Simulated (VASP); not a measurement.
A run of VASP 6.6.1 is set up as follows.

Contents of INCAR:

```
SYSTEM = RbCaH3
ALGO = Normal ; EDIFF = 1E-6
ENCUT = 520 ; ISIF = 2
ISMEAR = 0 ; LASPH = .TRUE.
LCHARG = .FALSE. ; LREAL = .FALSE.
LWAVE = .FALSE. ; NBANDS = 19
NELM = 60 ; PREC = Accurate
SIGMA = 0.05
```

File KPOINTS:

```
k-points
0
G
  6 6 6
  0 0 0
```

POSCAR

```
RbCaH3
1.0
    4.5470000000      0.0000000000      0.0000000000
    0.0000000000      4.5470000000      0.0000000000
    0.0000000000      0.0000000000      4.5470000000
Rb Ca H
1 1 3
Direct
    0.0000000000      0.0000000000      0.0000000000
    0.5000000000      0.5000000000      0.5000000000
    0.0000000000      0.5000000000      0.5000000000
    0.5000000000      0.0000000000      0.5000000000
    0.5000000000      0.5000000000      0.0000000000
```

Potentials or basis: VASP PAW LDA potentials, release 64 (Rb_sv, Ca_sv, H).

Launch:

```console
$ cat potpaw_LDA.64/Rb_sv/POTCAR potpaw_LDA.64/Ca_sv/POTCAR potpaw_LDA.64/H/POTCAR > POTCAR
$ mpirun -np 1 vasp_std > vasp.out
```

(1) Estimate the pressure.

(2) Estimate the band gap on the k mesh.

Answers

(1) -2.4 GPa.

(2) 2.92 eV.
